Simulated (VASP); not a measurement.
Set up this calculation in VASP 6.6.1, as the native input.

```yaml
Task: relaxation of cell and atoms
Functional: LDA
Potentials_or_basis: VASP PAW LDA potentials, release 64 (C)
Cutoff: 600 eV
k_mesh: 12 × 12 × 12
Occupations: gaussian, width 0.02 eV
Spin: no spin polarisation
Dipole_correction: no
Further_INCAR_settings: ALGO = Normal; EDIFF = 1e-07; IBRION = 2; EDIFFG = -0.002; NSW = 100; ISIF = 3
```

The structure of C lies in POSCAR:

```
C
1.0
    0.0000000000      1.7657957120      1.7657957120
    1.7657957120      0.0000000000      1.7657957120
    1.7657957120      1.7657957120      0.0000000000
C
2
Direct
    0.0000000000      0.0000000000      0.0000000000
    0.2500000000      0.2500000000      0.2500000000
```

These files were run (other wordings do the same):

INCAR

```
ALGO = Normal
EDIFF = 1E-7
EDIFFG = -0.002
ENCUT = 600
GGA = CA
GGA_COMPAT = False
IBRION = 2
ISIF = 3
ISMEAR = 0
LASPH = True
LCHARG = False
LREAL = False
LWAVE = False
NELM = 120
NELMIN = 4
NSW = 100
PREC = Accurate
SIGMA = 0.02
```

KPOINTS

```
k-points
0
Gamma
  12 12 12
```

Potentials or basis: VASP PAW LDA potentials, release 64 (C).

Run with:

```console
$ cat potpaw_LDA.64/C/POTCAR > POTCAR
$ mpirun -np 1 vasp_std > vasp.out
```

It gave:

The relaxed volume is 5.52 Å³/atom, the relaxed cell is a = 2.499 Å, b = 2.499 Å, c = 2.499 Å, α = 60.00°, β = 60.00°, γ = 60.00° and the space group after relaxing (to 0.05 Å) is Fd-3m (No. 227). The energy gained by relaxing is 0.0 meV/atom and the ionic steps are 3. The pressure after relaxing is 0.0 GPa. The band gap on the k mesh is 4.19 eV, indirect (least direct gap 5.62 eV).

It took 4.6 s on 1 thread of Intel(R) Xeon(R) 6975P-C (Granite Rapids), on a shared host, peak memory 0.11 GiB.
